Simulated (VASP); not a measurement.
Here is a VASP 6.6.1 calculation.

Contents of INCAR:

```
ALGO = Normal
DIPOL = 0.5 0.5 0.500
EDIFF = 1E-7
ENCUT = 520
GGA = PE
IDIPOL = 3
ISIF = 2
ISMEAR = 0
IVDW = 12
LASPH = T
LCHARG = T
LDIPOL = T
LELF = T
LREAL = Auto
LVACPOTAV = T
LVHAR = T
LWAVE = F
NBANDS = 114
NELM = 100
PREC = Accurate
SIGMA = 0.05
```

File KPOINTS:

```
k-points
0
Gamma
  3 3 1
```

The input POSCAR:

```
TiO2
1.0
    5.9085268334      0.0000000000      0.0000000000
    0.0000000000      6.5169368715      0.0000000000
    0.0000000000      0.0000000000     21.8081649889
O Ti
16 8
Direct
    0.0000000000      0.0000000000      0.3668350824
    0.5000000000      0.0000000000      0.3668350824
    0.2500000000      0.3043792196      0.4252924664
    0.7500000000      0.3043792196      0.4252924664
    0.2500000000      0.6956207804      0.4252924664
    0.7500000000      0.6956207804      0.4252924664
    0.0000000000      0.0000000000      0.4837498505
    0.5000000000      0.0000000000      0.4837498505
    0.0000000000      0.5000000000      0.5101500337
    0.5000000000      0.5000000000      0.5101500337
    0.2500000000      0.8115889598      0.5805286460
    0.7500000000      0.8115889598      0.5805286460
    0.2500000000      0.1884110402      0.5805286460
    0.7500000000      0.1884110402      0.5805286460
    0.0000000000      0.5000000000      0.6282141442
    0.5000000000      0.5000000000      0.6282141442
    0.0000000000      0.5000000000      0.4252924664
    0.5000000000      0.5000000000      0.4252924664
    0.2500000000      0.0000000000      0.4252924664
    0.7500000000      0.0000000000      0.4252924664
    0.0000000000      0.0000000000      0.5663839442
    0.5000000000      0.0000000000      0.5663839442
    0.2500000000      0.5000000000      0.5791639303
    0.7500000000      0.5000000000      0.5791639303
```

Potentials or basis: VASP PAW PBE potentials, release 64 (O, Ti_sv).

Command:

```console
$ cat potpaw_PBE.64/O/POTCAR potpaw_PBE.64/Ti_sv/POTCAR > POTCAR
$ mpirun -np 1 vasp_std > vasp.out
```

Predict the dispersion energy per atom.

-0.169 eV.

Predict the largest force.

5.376 eV/Å.

Estimate the band gap on the k mesh.

1.75 eV.

Forces in eV/Å, atoms in the order of the input:
```
O    0.000  0.000  2.387
O    0.000  0.000  2.387
O    0.000  0.761 -1.019
O    0.000  0.761 -1.019
O    0.000 -0.761 -1.019
O    0.000 -0.761 -1.019
O    0.000  0.000  1.805
O    0.000  0.000  1.805
O    0.000  0.000  0.057
O    0.000  0.000  0.057
O    0.000 -0.041  0.009
O    0.000 -0.041  0.009
O    0.000  0.041  0.009
O    0.000  0.041  0.009
O    0.000  0.000  0.090
O    0.000  0.000  0.090
Ti   0.000  0.000  3.020
Ti   0.000  0.000  3.020
Ti   0.000  0.000 -5.376
Ti   0.000  0.000 -5.376
Ti   0.000  0.000  0.083
Ti   0.000  0.000  0.083
Ti   0.000  0.000 -0.047
Ti   0.000  0.000 -0.047
```
